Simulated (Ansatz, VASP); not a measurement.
Two plane-wave programs on HPt6

```
Pt H
1.0
     5.61433    0.00000    0.00000
     0.00000    5.61433    0.00000
     0.00000    0.00000   21.85138
Pt H
12 2
Direct
  0.25000 0.25000 0.18305
  0.25000 0.75000 0.18305
  0.75000 0.25000 0.18305
  0.75000 0.75000 0.18305
  0.00000 0.00000 0.27121
  0.00000 0.50000 0.27121
  0.50000 0.00000 0.27121
  0.50000 0.50000 0.27121
  0.25000 0.25000 0.35931
  0.25000 0.75000 0.35931
  0.75000 0.25000 0.35931
  0.75000 0.75000 0.35931
  0.93321 0.00000 0.40919
  0.06679 0.00000 0.40919
```

Alike in both runs: task single point; functional PBE; k mesh 5 × 5 × 1; occupations gaussian, width 0.1 eV; no spin polarisation.

|  | VASP | Ansatz |
| --- | --- | --- |
| version | VASP 6.6.1 | Ansatz 0.2.0 |
| potentials or method | VASP PAW PBE potentials, release 64 (Pt, H), cutoff 520 eV | scalar-relativistic, plane waves, PAW |
| valence electrons in the cell | 122 | 218 |

VASP gave:

```
gap on the k mesh at the Fermi level (eV) : none
rms of the force components (eV/Å)        : 0.923
```

Question: Which values does Ansatz return?

Answer: gap on the k mesh at the Fermi level (eV): none; rms of the force components (eV/Å): 0.929.

Atom by atom the forces differ by 0.010 eV/Å (rms over components). A gap of «none» marks a metal or a gap that the smearing closes. VASP's potentials hold 122 valence electrons a cell and Ansatz's 218, so a difference there can come from the potentials and not from the codes.

Neither program's run includes spin-orbit coupling.
